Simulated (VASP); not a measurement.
# P (Imma) in VASP: single point with PBE+D3(BJ)

Aim: the single point of P with PBE+D3(BJ).

Everything below comes from runs of VASP 6.6.1. Logs are shortened: lines on timing, memory, paths and dates and some standing lists are left out, and cuts for length are marked.

### Step 1. The cell of the first run

It takes space group Imma (No. 74, orthorhombic). The conventional cell has a = 3.603 Å, b = 5.118 Å, c = 3.087 Å, α = 90.00°, β = 90.00°, γ = 90.00°. P (site symmetry mm2) has 8 P at 2.28 to 3.09 Å within 3.1 Å.

### Step 2. Single point, PBE+D3(BJ)

Contents of INCAR:

```
SYSTEM = P
ALGO = Fast
EDIFF = 1E-7
ENCUT = 520
GGA = PE
ISIF = 2
ISMEAR = 0
IVDW = 12
LASPH = .TRUE.
LCHARG = .TRUE.
LELF = .TRUE.
LREAL = .FALSE.
LVHAR = .TRUE.
LWAVE = .FALSE.
NBANDS = 12
NELM = 60
PREC = Accurate
SIGMA = 0.15
```

Contents of KPOINTS:

```
k-points
0
G
  28 28 28
  0 0 0
```

Contents of POSCAR:

```
P
1.0
   -1.8017166830      2.5591147309      1.5435560224
    1.8017166830     -2.5591147309      1.5435560224
    1.8017166830      2.5591147309     -1.5435560224
P
2
Direct
    0.7744345158      0.0244345158      0.7500000000
    0.2255654842      0.9755654842      0.2500000000
```

Potentials or basis: VASP PAW PBE potentials, release 64 (P).

The run is started by

```sh
cat potpaw_PBE.64/P/POTCAR > POTCAR
mpirun -np 1 vasp_std > vasp.out
```

OUTCAR:

```text
SYSTEM = P
   EDIFF = 1E-7
   ENCUT = 520
   GGA = PE
   ISIF = 2
   ISMEAR = 0
   IVDW = 12
   LASPH = .TRUE.
   LREAL = .FALSE.
   NELM = 60
   PREC = Accurate
 IVDW          = 12

 ion  position               nearest neighbor table
   1  0.774  0.024  0.750-   2 2.28   2 2.28   2 2.47   2 2.47   2 2.56   2 2.56
   2  0.226  0.976  0.250-   1 2.28   1 2.28   1 2.47   1 2.47   1 2.56   1 2.56

  LATTYP: Found a body centered orthorhombic cell.
 ALAT       =     3.0871120448
 B/A-ratio  =     1.1672505933
 C/A-ratio  =     1.6579344668

  Lattice vectors:

 A1 = (   1.8017166830,  -2.5591147309,   1.5435560224)
 A2 = (  -1.8017166830,  -2.5591147309,  -1.5435560224)
 A3 = (   1.8017166830,   2.5591147309,  -1.5435560224)

Analysis of symmetry for initial positions (statically):
=====================================================================
 Subroutine PRICEL returns:
 Original cell was already a primitive cell.

 Routine SETGRP: Setting up the symmetry group for a
 body centered orthorhombic supercell.

 Subroutine GETGRP returns: Found  8 space group operations
 (whereof  4 operations were pure point group operations)
 out of a pool of  8 trial point group operations.

The static configuration has the point symmetry C_2h.
 The point group associated with its full space group is D_2h.

Analysis of symmetry for dynamics (positions and initial velocities):
=====================================================================
 Subroutine PRICEL returns:
 Original cell was already a primitive cell.

 Routine SETGRP: Setting up the symmetry group for a
 body centered orthorhombic supercell.

 Subroutine GETGRP returns: Found  8 space group operations
 (whereof  4 operations were pure point group operations)
 out of a pool of  8 trial point group operations.

The dynamic configuration has the point symmetry C_2h.
 The point group associated with its full space group is D_2h.

 Subroutine INISYM returns: Found  8 space group operations
 (whereof  4 operations are pure point group operations),
 and found     1 'primitive' translations

----------------------------------------------------------------------------------------

                                     Primitive cell

  volume of cell :      28.4681

  direct lattice vectors                    reciprocal lattice vectors
    -1.801716683  2.559114731  1.543556022     0.000000000  0.195380064  0.323927342
     1.801716683 -2.559114731  1.543556022     0.277513110  0.000000000  0.323927342
     1.801716683  2.559114731 -1.543556022     0.277513110  0.195380064  0.000000000

  length of vectors
     3.489672822  3.489672822  3.489672822     0.378288636  0.426547124  0.339391950

  position of ions in fractional coordinates (direct lattice)
     0.774434516  0.024434516  0.750000000
     0.225565484  0.975565484  0.250000000

  ion indices of the primitive-cell ions
   primitive index   ion index
                 1           1
                 2           2

----------------------------------------------------------------------------------------

 KPOINTS: k-points

Automatic generation of k-mesh.
 Grid dimensions read from file:
 generate k-points for:   28   28   28

 Generating k-lattice:

  Cartesian coordinates                     Fractional coordinates (reciprocal lattice)
     0.000000000  0.006977859  0.011568834     0.035714286  0.000000000  0.000000000
     0.009911182  0.000000000  0.011568834     0.000000000  0.035714286  0.000000000
     0.009911182  0.006977859  0.000000000     0.000000000  0.000000000  0.035714286

  Length of vectors
     0.013510308  0.015233826  0.012121141

  Shift w.r.t. Gamma in fractional coordinates (k-lattice)
     0.000000000  0.000000000  0.000000000

 Subroutine IBZKPT returns following result:
 ===========================================

 Found   3060 irreducible k-points:

 Following reciprocal coordinates:
            Coordinates               Weight
  0.000000  0.000000  0.000000      1.000000
  0.035714  0.000000  0.000000      4.000000
  0.071429  0.000000  0.000000      4.000000
  0.107143  0.000000  0.000000      4.000000
  0.142857 -0.000000  0.000000      4.000000
  0.178571 -0.000000  0.000000      4.000000
[... 16 lines left out ...]
  0.250000  0.035714  0.000000      8.000000
  0.285714  0.035714 -0.000000      8.000000
 [... further k-points ...]
   k-points           NKPTS =   3060   k-points in BZ     NKDIM =   3060   number of bands    NBANDS=     12
   number of dos      NEDOS =    301   number of ions     NIONS =      2
   total plane-waves  NPLWV =  21952
   dimension x,y,z NGX =    28 NGY =   28 NGZ =   28
   dimension x,y,z NGXF=    56 NGYF=   56 NGZF=   56
   ions per type =               2
   NGX,Y,Z   is equivalent  to a cutoff of  13.34, 13.34, 13.34 a.u.
   NGXF,Y,Z  is equivalent  to a cutoff of  26.68, 26.68, 26.68 a.u.
 SYSTEM =  P
   PREC   = accura    normal or accurate (medium, high low for compatibility)
   ISTART =      0    job   : 0-new  1-cont  2-samecut
   ICHARG =      2    charge: 1-file 2-atom 10-const
   ISPIN  =      1    spin polarized calculation?
   LNONCOLLINEAR =      F non collinear calculations
   LSORBIT =      F    spin-orbit coupling
   LASPH  =      T    aspherical Exc in radial PAW
   ENCUT  =  520.0 eV  38.22 Ry    6.18 a.u.   6.49  6.49  6.49*2*pi/ulx,y,z
   NELM   =     60;   NELMIN=  2; NELMDL= -5     # of ELM steps
   EDIFF  = 0.1E-06   stopping-criterion for ELM
   LREAL  =      F    real-space projection
   EDIFFG = 0.1E-05   stopping-criterion for IOM
   NSW    =      0    number of steps for IOM
   IBRION =     -1    ionic relax: 0-MD 1-quasi-New 2-CG
   NFREE  =      0    steps in history (QN), initial steepest desc. (CG)
   ISIF   =      2    stress and relaxation
   ISYM   =      2    0-nonsym 1-usesym 2-fastsym
   POTIM  = 0.5000    time-step for ionic-motion
   TEBEG  =    0.0;   TEEND  =   0.0 temperature during run
   PSTRESS=    0.0 pullay stress
   NELECT =      10.0000    total number of electrons
   NUPDOWN=      -1.0000    fix difference up-down
   EMIN   =  10.00;   EMAX   =-10.00  energy-range for DOS
   EFERMI =   0.00;   METHOD = LEGACY
   ISMEAR =     0;   SIGMA  =   0.15  broadening in eV -4-tet -1-fermi 0-gaus
   EFERMI_NEDOS =   21; number of points for ismear=-14 and -15
   IALGO  =     68    algorithm
   IMIX   =      4    mixing-type and parameters
     AMIX     =   0.40;   BMIX     =  1.00
     AMIX_MAG =   1.60;   BMIX_MAG =  1.00
  volume/ion in A,a.u.               =      14.23        96.06
  Fermi-wavevector in a.u.,A,eV,Ry     =   1.155106  2.182834 18.153853  1.334271
  Thomas-Fermi vector in A             =   2.291737
   LORBIT       =      0    0 simple, 1 ext, 2 COOP (PROOUT), +10 PAW based schemes
   GGA     = PE    functional components
   LHFCALC =     F    Hartree Fock is set to
   AEXX    =    0.0000 exact exchange contribution
   IVDW    =    12    specifies the selected vdW correction
   LEPSILON=     F    determine dielectric tensor
   LRPA    =     F    only Hartree local field effects (RPA)
 non-spin polarized calculation
 RMM-DIIS sequential band-by-band and
 Gauss-broadening in eV      SIGMA  =   0.15
  energy-cutoff  :      520.00
  volume of cell :       28.47
 maximum number of plane-waves:       787
 NGX is ok and might be reduce to    28
   NGX = 13   NGY = 13   NGZ = 13

 number of electron      10.0000000 magnetization

 number of electron       9.9999999 magnetization

 Free energy of the ion-electron system (eV)
  ---------------------------------------------------
  ext. energy  EPLUGINS =         0.00000000
  ---------------------------------------------------
  free energy    TOTEN  =       -10.24880491 eV

  energy without entropy =      -10.24044526  energy(sigma->0) =      -10.24462508

 E-fermi :   9.9501     XC(G=0): -11.3849

 val. band max:        9.9494945481   @ k =  -0.1786   0.2500   0.1786
 cond. band min:       9.9518224157   @ k =   0.1429   0.0357   0.0357
 fundamental gap:      0.0023278676
 Fermi energy:         9.9501190876

 k-point     1 :       0.0000    0.0000    0.0000
  band No.  band energies     occupation
      1      -6.8365      2.00000
      2       5.8007      2.00000
      3       7.9033      2.00000
      4       8.6397      2.00000
      5       8.9759      2.00000
      6      12.7250      0.00000
      7      13.5894      0.00000
      8      13.9830      0.00000
      9      16.0169      0.00000
     10      16.6135      0.00000
     11      16.9610      0.00000
     12      17.0691      0.00000

 k-point     2 :       0.0357    0.0000    0.0000
  band No.  band energies     occupation
      1      -6.8119      2.00000
      2       5.8049      2.00000
      3       7.6798      2.00000
      4       8.7191      2.00000
      5       8.9763      2.00000
      6      12.6236      0.00000
      7      13.6335      0.00000
      8      14.0566      0.00000
      9      15.9993      0.00000
     10      16.4247      0.00000
     11      16.7032      0.00000
     12      16.9410      0.00000

 k-point     3 :       0.0714    0.0000    0.0000
  band No.  band energies     occupation
      1      -6.7378      2.00000
      2       5.8182      2.00000
      3       7.1901      2.00000
      4       8.6397      2.00000
      5       9.1488      2.00000
      6      12.3501      0.00000
      7      13.7643      0.00000
      8      14.2055      0.00000
      9      15.5612      0.00000
     10      16.0226      0.00000
     11      16.5726      0.00000
     12      17.2843      0.00000

 k-point     4 :       0.1071    0.0000    0.0000
  band No.  band energies     occupation
      1      -6.6145      2.00000
      2       5.8421      2.00000
      3       6.5583      2.00000
      4       8.4530      2.00000
      5       9.3875      2.00000
      6      11.9744      0.00000
      7      13.9708      0.00000
      8      14.2482      0.00000
      9      14.7295      0.00000
     10      16.1498      0.00000
     11      16.4412      0.00000
     12      17.8891      0.00000

 k-point     5 :       0.1429   -0.0000    0.0000
  band No.  band energies     occupation
      1      -6.4423      2.00000
      2       5.8295      2.00000
      3       5.8789      2.00000
      4       8.2680      2.00000
      5       9.5986      1.99908
      6      11.5573      0.00000
      7      13.8527      0.00000
      8      14.0884      0.00000
      9      14.3441      0.00000
     10      16.0574      0.00000
     11      16.8566      0.00000
     12      18.6216      0.00000
[... 228 lines left out ...]
      1      -6.0073      2.00000
      2       4.3995      2.00000
      3       6.0008      2.00000
      4       8.0793      2.00000
      5       9.7436      1.94848
      6      11.1547      0.00000
      7      12.1412      0.00000
      8      13.6331      0.00000
      9      14.7218      0.00000
     10      16.0605      0.00000
     11      18.4964      0.00000
     12      19.7259      0.00000

 k-point    22 :       0.2143    0.0357   -0.0000
  band No.  band energies     occupation
      1      -5.7026      2.00000
      2       3.5799      2.00000
      3       6.0678      2.00000
      4       7.9909      2.00000
      5       9.8271      1.75381
      6      10.7076      0.00000
      7      11.5499      0.00000
      8      13.2154      0.00000
      9      15.0914      0.00000
     10      16.3445      0.00000
     11      19.4095      0.00000
     12      20.6282      0.00000

 k-point    23 :       0.2500    0.0357    0.0000
  band No.  band energies     occupation
      1      -5.3511      2.00000
      2       2.7501      2.00000
      3       6.1656      2.00000
      4       7.9282      2.00000
      5       9.8529      1.64060
      6      10.2877      0.00146
      7      11.0109      0.00000
      8      12.8040      0.00000
      9      15.5368      0.00000
     10      16.7809      0.00000
     11      20.3712      0.00000
     12      21.5747      0.00000

 k-point    24 :       0.2857    0.0357   -0.0000
  band No.  band energies     occupation
      1      -4.9539      2.00000
      2       1.9288      2.00000
      3       6.2872      2.00000
      4       7.8913      2.00000
      5       9.6813      1.98872
      6      10.0557      0.31974
      7      10.5355      0.00000
      8      12.4145      0.00000
      9      16.0654      0.00000
     10      17.3366      0.00000
     11      21.3668      0.00000
     12      22.5391      0.00000

 [... further k-points ...]

------------------------ aborting loop because EDIFF is reached ----------------------------------------

 Edisp (eV)   -0.99247

 E8    (eV) :    -0.3750

  FORCE on cell =-STRESS in cart. coord.  units (eV):
  Direction    XX          YY          ZZ          XY          YZ          ZX
  --------------------------------------------------------------------------------------
  -------------------------------------------------------------------------------------
  Total      -0.72075    -2.48384     3.39692     0.00000     0.00000     0.00000
  in kB     -40.56355  -139.78959   191.17768     0.00000     0.00000     0.00000
  external pressure =        3.61 kB  Pullay stress =        0.00 kB

 VOLUME and BASIS-vectors are now :
 -----------------------------------------------------------------------------
  energy-cutoff  :      520.00
  volume of cell :       28.47
      direct lattice vectors                 reciprocal lattice vectors
    -1.801716683  2.559114731  1.543556022     0.000000000  0.195380064  0.323927342
     1.801716683 -2.559114731  1.543556022     0.277513110  0.000000000  0.323927342
     1.801716683  2.559114731 -1.543556022     0.277513110  0.195380064  0.000000000

 POSITION                                       TOTAL-FORCE (eV/Angst)
 -----------------------------------------------------------------------------------
      0.00000      3.83867      0.07543        -0.000000     -0.000000     -0.595878
      1.80172     -1.27956      1.46812         0.000000      0.000000      0.595878
 -----------------------------------------------------------------------------------
    total drift:                               -0.000000     -0.000000      0.000000

  FREE ENERGIE OF THE ION-ELECTRON SYSTEM (eV)
  ---------------------------------------------------
  free  energy   TOTEN  =       -11.2412754453 eV

  energy  without entropy=      -11.2329158035  energy(sigma->0) =      -11.23709562
```

Run time: 23 min. Hardware: 1 thread of Oxide Virtual Turin-like, shared host; peak memory 0.8 GiB.

Results:

```yaml
Free_energy: -11.2413 eV
Pressure: 0.4 GPa
Largest_force: 0.596 eV/Å
Band_gap_on_the_k_mesh: zero (bands 5 and 6 overlap by 2.54 eV)
Dispersion_energy_per_atom: -0.496 eV
```

Forces in eV/Å, atoms in the order of the input:
```
P    0.000  0.000 -0.596
P    0.000  0.000  0.596
```

Stress tensor (GPa, compression positive):
```
 -4.06   0.00   0.00
  0.00 -13.98   0.00
  0.00   0.00  19.12
```

Caveat: the stress differs along the axes, from -14 to 19 GPa.
